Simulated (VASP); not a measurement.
# Pb (Fd-3m) in VASP: notebook, part 2 of 2

VASP 6.6.1. Earlier steps stand in the parts before.

## Step 3: Single point, PBE

This run uses another cell than the first one, of 44.03 Å³/atom, 1.111 times its volume.

Input file INCAR:

```
PREC = Accurate ; ENCUT = 520
EDIFF = 1E-6 ; ISMEAR = -1
SIGMA = 0.1 ; LREAL = False
LASPH = True ; NELM = 60
ALGO = Normal ; ISIF = 2
LWAVE = False ; LCHARG = False
GGA = PE ; NBANDS = 21
```

Input file KPOINTS:

```
regular mesh
0
Gamma
  11 11 11
```

Input file POSCAR:

```
Pb
1.0
    0.0000000000      3.5310701813      3.5310701813
    3.5310701813      0.0000000000      3.5310701813
    3.5310701813      3.5310701813      0.0000000000
Pb
2
Direct
   -0.1250000000     -0.1250000000     -0.1250000000
    0.1250000000      0.1250000000      0.1250000000
```

Potentials or basis: VASP PAW PBE potentials, release 64 (Pb_d).

Command:

```
$ cat potpaw_PBE.64/Pb_d/POTCAR > POTCAR
$ mpirun -np 1 vasp_std > vasp.out
```

OUTCAR:

```text
PREC = Accurate
   ENCUT = 520
   EDIFF = 1E-6
   ISMEAR = -1
   LREAL = False
   LASPH = True
   NELM = 60
   ISIF = 2
   GGA = PE

 ion  position               nearest neighbor table
   1  0.875  0.875  0.875-   2 3.06   2 3.06   2 3.06   2 3.06
   2  0.125  0.125  0.125-   1 3.06   1 3.06   1 3.06   1 3.06

  LATTYP: Found a face centered cubic cell.
 ALAT       =     7.0621403626

  Lattice vectors:

 A1 = (   0.0000000000,   3.5310701813,   3.5310701813)
 A2 = (   3.5310701813,   0.0000000000,   3.5310701813)
 A3 = (   3.5310701813,   3.5310701813,   0.0000000000)

Analysis of symmetry for initial positions (statically):
=====================================================================
 Subroutine PRICEL returns:
 Original cell was already a primitive cell.

 Routine SETGRP: Setting up the symmetry group for a
 face centered cubic supercell.

 Subroutine GETGRP returns: Found 48 space group operations
 (whereof 12 operations were pure point group operations)
 out of a pool of 48 trial point group operations.

The static configuration has the point symmetry D_3d.
 The point group associated with its full space group is O_h .

Analysis of symmetry for dynamics (positions and initial velocities):
=====================================================================
 Subroutine PRICEL returns:
 Original cell was already a primitive cell.

 Routine SETGRP: Setting up the symmetry group for a
 face centered cubic supercell.

 Subroutine GETGRP returns: Found 48 space group operations
 (whereof 12 operations were pure point group operations)
 out of a pool of 48 trial point group operations.

The dynamic configuration has the point symmetry D_3d.
 The point group associated with its full space group is O_h .

 Subroutine INISYM returns: Found 48 space group operations
 (whereof 12 operations are pure point group operations),
 and found     1 'primitive' translations

----------------------------------------------------------------------------------------

                                     Primitive cell

  volume of cell :      88.0540

  direct lattice vectors                    reciprocal lattice vectors
     0.000000000  3.531070181  3.531070181    -0.141600131  0.141600131  0.141600131
     3.531070181  0.000000000  3.531070181     0.141600131 -0.141600131  0.141600131
     3.531070181  3.531070181  0.000000000     0.141600131  0.141600131 -0.141600131

  length of vectors
     4.993687340  4.993687340  4.993687340     0.245258621  0.245258621  0.245258621

  position of ions in fractional coordinates (direct lattice)
     0.875000000  0.875000000  0.875000000
     0.125000000  0.125000000  0.125000000

  ion indices of the primitive-cell ions
   primitive index   ion index
                 1           1
                 2           2

----------------------------------------------------------------------------------------

 KPOINTS: regular mesh

Automatic generation of k-mesh.
 Grid dimensions read from file:
 generate k-points for:   11   11   11

 Generating k-lattice:

  Cartesian coordinates                     Fractional coordinates (reciprocal lattice)
    -0.012872739  0.012872739  0.012872739     0.090909091  0.000000000  0.000000000
     0.012872739 -0.012872739  0.012872739     0.000000000  0.090909091  0.000000000
     0.012872739  0.012872739 -0.012872739     0.000000000  0.000000000  0.090909091

  Length of vectors
     0.022296238  0.022296238  0.022296238

  Shift w.r.t. Gamma in fractional coordinates (k-lattice)
     0.000000000  0.000000000  0.000000000

 Subroutine IBZKPT returns following result:
 ===========================================

 Found     56 irreducible k-points:

 Following reciprocal coordinates:
            Coordinates               Weight
  0.000000  0.000000  0.000000      1.000000
  0.090909  0.000000  0.000000      8.000000
  0.181818  0.000000  0.000000      8.000000
  0.272727  0.000000  0.000000      8.000000
  0.363636  0.000000  0.000000      8.000000
  0.454545  0.000000  0.000000      8.000000
[... 16 lines left out ...]
 -0.272727  0.181818  0.000000     24.000000
 -0.181818  0.181818  0.000000     12.000000
 [... further k-points ...]
   k-points           NKPTS =     56   k-points in BZ     NKDIM =     56   number of bands    NBANDS=     21
   number of dos      NEDOS =    301   number of ions     NIONS =      2
   total plane-waves  NPLWV =  64000
   dimension x,y,z NGX =    40 NGY =   40 NGZ =   40
   dimension x,y,z NGXF=    80 NGYF=   80 NGZF=   80
   ions per type =               2
   NGX,Y,Z   is equivalent  to a cutoff of  13.32, 13.32, 13.32 a.u.
   NGXF,Y,Z  is equivalent  to a cutoff of  26.63, 26.63, 26.63 a.u.
 SYSTEM =  unknown system
   PREC   = accura    normal or accurate (medium, high low for compatibility)
   ISTART =      0    job   : 0-new  1-cont  2-samecut
   ICHARG =      2    charge: 1-file 2-atom 10-const
   ISPIN  =      1    spin polarized calculation?
   LNONCOLLINEAR =      F non collinear calculations
   LSORBIT =      F    spin-orbit coupling
   LASPH  =      T    aspherical Exc in radial PAW
   ENCUT  =  520.0 eV  38.22 Ry    6.18 a.u.   9.28  9.28  9.28*2*pi/ulx,y,z
   NELM   =     60;   NELMIN=  2; NELMDL= -5     # of ELM steps
   EDIFF  = 0.1E-05   stopping-criterion for ELM
   LREAL  =      F    real-space projection
   EDIFFG = 0.1E-04   stopping-criterion for IOM
   NSW    =      0    number of steps for IOM
   IBRION =     -1    ionic relax: 0-MD 1-quasi-New 2-CG
   NFREE  =      0    steps in history (QN), initial steepest desc. (CG)
   ISIF   =      2    stress and relaxation
   ISYM   =      2    0-nonsym 1-usesym 2-fastsym
   POTIM  = 0.5000    time-step for ionic-motion
   TEBEG  =    0.0;   TEEND  =   0.0 temperature during run
   PSTRESS=    0.0 pullay stress
   NELECT =      28.0000    total number of electrons
   NUPDOWN=      -1.0000    fix difference up-down
   EMIN   =  10.00;   EMAX   =-10.00  energy-range for DOS
   EFERMI =   0.00;   METHOD = LEGACY
   ISMEAR =    -1;   SIGMA  =   0.10  broadening in eV -4-tet -1-fermi 0-gaus
   EFERMI_NEDOS =   21; number of points for ismear=-14 and -15
   IALGO  =     38    algorithm
   IMIX   =      4    mixing-type and parameters
     AMIX     =   0.40;   BMIX     =  1.00
     AMIX_MAG =   1.60;   BMIX_MAG =  1.00
  volume/ion in A,a.u.               =      44.03       297.11
  Fermi-wavevector in a.u.,A,eV,Ry     =   1.117406  2.111592 16.988195  1.248597
  Thomas-Fermi vector in A             =   2.254029
   LORBIT       =      0    0 simple, 1 ext, 2 COOP (PROOUT), +10 PAW based schemes
   GGA     = PE    functional components
   LHFCALC =     F    Hartree Fock is set to
   AEXX    =    0.0000 exact exchange contribution
   IVDW    =     0    specifies the selected vdW correction
   LEPSILON=     F    determine dielectric tensor
   LRPA    =     F    only Hartree local field effects (RPA)
 non-spin polarized calculation
  energy-cutoff  :      520.00
  volume of cell :       88.05
 maximum number of plane-waves:      2421
 NGX is ok and might be reduce to    40
   NGX = 19   NGY = 19   NGZ = 19

 number of electron      27.9999998 magnetization

 Free energy of the ion-electron system (eV)
  ---------------------------------------------------
  ext. energy  EPLUGINS =         0.00000000
  ---------------------------------------------------
  free energy    TOTEN  =        -6.61569341 eV

  energy without entropy =       -6.59299370  energy(sigma->0) =       -6.60434355

 E-fermi :   3.6252     XC(G=0):  -8.0915

 val. band max:        3.6231224503   @ k =  -0.1818   0.0909   0.0000
 cond. band min:       3.6684294897   @ k =  -0.4545   0.0909   0.0000
 fundamental gap:      0.0453070394
 Fermi energy:         3.6251645646

 k-point     1 :       0.0000    0.0000    0.0000
  band No.  band energies     occupation
      1     -13.4046      2.00000
      2     -13.4046      2.00000
      3     -13.4046      2.00000
      4     -13.3404      2.00000
      5     -13.3404      2.00000
      6     -12.9893      2.00000
[... 13 lines left out ...]
     20      11.5825      0.00000
     21      11.5825      0.00000
[... 529 lines left out ...]
 k-point    24 :      -0.1818    0.1818    0.0000
  band No.  band energies     occupation
      1     -13.4474      2.00000
      2     -13.4448      2.00000
      3     -13.3742      2.00000
      4     -13.2937      2.00000
      5     -13.2625      2.00000
      6     -13.0770      2.00000
[... 13 lines left out ...]
     20      10.3854      0.00000
     21      10.8313      0.00000

 [... further k-points ...]

------------------------ aborting loop because EDIFF is reached ----------------------------------------

  FORCE on cell =-STRESS in cart. coord.  units (eV):
  Direction    XX          YY          ZZ          XY          YZ          ZX
  --------------------------------------------------------------------------------------
  -------------------------------------------------------------------------------------
  Total       -0.0288888     -0.0288888     -0.0288888      0.0000000      0.0000000     -0.0000000
  in kB       -0.5256426     -0.5256426     -0.5256426      0.0000000      0.0000000     -0.0000000
  external PRESSURE =      -0.5256426 kB  Pullay stress =       0.0000000 kB

 VOLUME and BASIS-vectors are now :
 -----------------------------------------------------------------------------
  energy-cutoff  :      520.00
  volume of cell :       88.05
      direct lattice vectors                 reciprocal lattice vectors
     0.000000000  3.531070181  3.531070181    -0.141600131  0.141600131  0.141600131
     3.531070181  0.000000000  3.531070181     0.141600131 -0.141600131  0.141600131
     3.531070181  3.531070181  0.000000000     0.141600131  0.141600131 -0.141600131

 POSITION                                       TOTAL-FORCE (eV/Angst)
 -----------------------------------------------------------------------------------
      6.17937      6.17937      6.17937         0.000000      0.000000      0.000000
      0.88277      0.88277      0.88277        -0.000000     -0.000000     -0.000000
 -----------------------------------------------------------------------------------
    total drift:                                0.000000      0.000000     -0.000000

  FREE ENERGIE OF THE ION-ELECTRON SYSTEM (eV)
  ---------------------------------------------------
  free  energy   TOTEN  =        -6.6156934053 eV

  energy  without entropy=       -6.5929937020  energy(sigma->0) =       -6.60434355
```

OSZICAR:

```text
N       E                     dE             d eps       ncg     rms          rms(c)
DAV:   1     0.289080423671E+03    0.28908E+03   -0.13810E+04  2352   0.143E+03
DAV:   2     0.153327416169E+02   -0.27375E+03   -0.26791E+03  2382   0.385E+02
DAV:   3    -0.586314813251E+01   -0.21196E+02   -0.21064E+02  2875   0.134E+02
DAV:   4    -0.659300026034E+01   -0.72985E+00   -0.72942E+00  2712   0.306E+01
DAV:   5    -0.663088374224E+01   -0.37883E-01   -0.37883E-01  3245   0.630E+00    0.132E+00
DAV:   6    -0.661828228045E+01    0.12601E-01   -0.29585E-02  3540   0.200E+00    0.780E-01
DAV:   7    -0.661446572486E+01    0.38166E-02   -0.25102E-02  3264   0.211E+00    0.158E-01
DAV:   8    -0.661554760576E+01   -0.10819E-02   -0.63546E-03  2944   0.976E-01    0.448E-02
DAV:   9    -0.661556732467E+01   -0.19719E-04   -0.48690E-04  3201   0.335E-01    0.263E-02
DAV:  10    -0.661568903511E+01   -0.12171E-03   -0.20034E-04  2522   0.595E-02    0.545E-03
DAV:  11    -0.661569163810E+01   -0.26030E-05   -0.38052E-06  2471   0.181E-02    0.298E-03
DAV:  12    -0.661569344612E+01   -0.18080E-05   -0.27629E-06  2129   0.100E-02    0.443E-04
DAV:  13    -0.661569340530E+01    0.40816E-07   -0.96430E-08  1911   0.349E-03
   1 F= -.66156934E+01 E0= -.66043436E+01  d E =-.226997E-01
```

stdout:

```text
POSCAR found type information on POSCAR Pb
 POSCAR found :  1 types and       2 ions
 scaLAPACK will be used
 LDA part: xc-table for (Slater+PW92), standard interpolation
 POSCAR, INCAR and KPOINTS ok, starting setup
 FFT: planning ... GRIDC
 FFT: planning ... GRID_SOFT
 FFT: planning ... GRID
 WAVECAR not read
 entering main loop
```

Wall time 62 s (1 thread of AMD EPYC 9R45 (Zen 5), shared host); peak memory 0.24 GiB.

Results:

```yaml
Free_energy: -6.6157 eV
Pressure: -0.1 GPa
Band_gap_on_the_k_mesh: zero (band 14 reaches 4.02 eV, above the bottom of band 15 at 3.01 eV)
```

Caveat: spin-orbit coupling is left out, which moves the levels of the heavy elements.
